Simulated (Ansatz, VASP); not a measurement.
# BeCd3Te4 in VASP and in Ansatz

```
Be Cd Te
1.0
     6.14000    0.00000    0.00000
     0.00000    6.14000    0.00000
     0.00000    0.00000    6.14000
Be Cd Te
1 3 4
Cartesian
  0.0000 0.0000 0.0000
  3.0700 0.0000 3.0700
  0.0000 3.0700 3.0700
  3.0700 3.0700 0.0000
  1.4429 4.6971 4.6971
  4.6971 4.6971 1.4429
  4.6971 1.4429 4.6971
  1.4429 1.4429 1.4429
```

Alike in both runs: task relaxation of cell and atoms; functional PBE; k mesh 3 × 3 × 3; occupations gaussian, width 0.2 eV; no spin polarisation.

```csv
,VASP,Ansatz
version,VASP 6.6.1,Ansatz 0.2.0
potentials or method,"VASP PAW PBE potentials, release 64 (Be, Cd, Te), cutoff 600 eV","scalar-relativistic, plane waves, PAW"
valence electrons in the cell,62,126
```

```tsv
	VASP	Ansatz	Ansatz less VASP
gap on the k mesh at the Fermi level, each at its own relaxed structure (eV)	1.11	1.11	-0.006
relaxed volume (Å³/atom)	32.34	32.39	+0.048
relaxed length of the cell vector where the two differ most in proportion (Å)	6.372	6.375	+0.0032
```

VASP's potentials hold 62 valence electrons a cell and Ansatz's 126, so a difference there can come from the potentials and not from the codes.

Neither program's run includes spin-orbit coupling.
